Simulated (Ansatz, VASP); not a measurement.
**CaCu4Bi in VASP and in Ansatz**

Contents of INCAR:

```
SYSTEM = CaCu4Bi
PREC = Accurate
ENCUT = 600
EDIFF = 1E-7
ISMEAR = 0
SIGMA = 0.1
LREAL = .FALSE.
LASPH = .TRUE.
NELM = 60
ALGO = Fast
ISIF = 3
LWAVE = .FALSE.
LCHARG = .FALSE.
GGA = PE
IBRION = 2
NSW = 90
EDIFFG = -0.04
```

File KPOINTS:

```
Automatic mesh
0
G
  4 4 4
  0 0 0
```

POSCAR

```
CaCu4Bi
1.0
    0.0000000000      3.6386760200      3.6386760200
    3.6386760200      0.0000000000      3.6386760200
    3.6386760200      3.6386760200      0.0000000000
Ca Cu Bi
1 4 1
Direct
    0.0000000000      0.0000000000      0.0000000000
    0.6252265100      0.6252265100      0.1243204700
    0.6252265100      0.1243204700      0.6252265100
    0.6252265100      0.6252265100      0.6252265100
    0.1243204700      0.6252265100      0.6252265100
    0.2500000000      0.2500000000      0.2500000000
```

Input for Ansatz:

```yaml
crystal:
  lattice:
    - [0.0, 3.63867602, 3.63867602]
    - [3.63867602, 0.0, 3.63867602]
    - [3.63867602, 3.63867602, 0.0]
  atoms:
    - { symbol: Ca, position: [0.0, 0.0, 0.0] }
    - { symbol: Cu, position: [0.62522651, 0.62522651, 0.12432047] }
    - { symbol: Cu, position: [0.62522651, 0.12432047, 0.62522651] }
    - { symbol: Cu, position: [0.62522651, 0.62522651, 0.62522651] }
    - { symbol: Cu, position: [0.12432047, 0.62522651, 0.62522651] }
    - { symbol: Bi, position: [0.25, 0.25, 0.25] }
basis:
  ecutwfc: 420
kpoints:
  mp_grid: { grid: [4, 4, 4] }
hamiltonian:
  xc: pbe
scf:
  occupations: { method: gaussian, width: 0.1 }
  lower_state_search: "off"
output:
  forces: true
  stress: true
  eigenvalues: true
relax:
  adjacent_minimum: "off"
  f_tol: 0.04
  max_steps: 70
  cell: { stress_tol: 0.4 }
```

Change from the starting cell: species swapped into the MgInCu4 type (F-43m, No. 216).

Alike in both runs: task relaxation of cell and atoms; functional PBE; k mesh 4 × 4 × 4; occupations gaussian, width 0.1 eV; no spin polarisation.

|  | VASP | Ansatz |
| --- | --- | --- |
| version | VASP 6.6.1 | Ansatz 0.2.0 |
| potentials or method | VASP PAW PBE potentials, release 64 (Ca_sv, Cu, Bi_d), cutoff 600 eV | scalar-relativistic, plane waves, PAW |
| valence electrons in the cell | 69 | 101 |

```csv
,VASP,Ansatz,Ansatz less VASP
"gap on the k mesh at the Fermi level, each at its own relaxed structure (eV)",none,none,-
relaxed volume (Å³/atom),17.31,17.19,-0.120
relaxed length of the cell vector where the two differ most in proportion (Å),5.276,5.264,-0.0122
```

A gap of «none» marks a metal or a gap that the smearing closes. VASP's potentials hold 69 valence electrons a cell and Ansatz's 101, so a difference there can come from the potentials and not from the codes.

The k mesh is coarse, so the values compare programs but aren't converged. Spin-orbit coupling is off throughout.
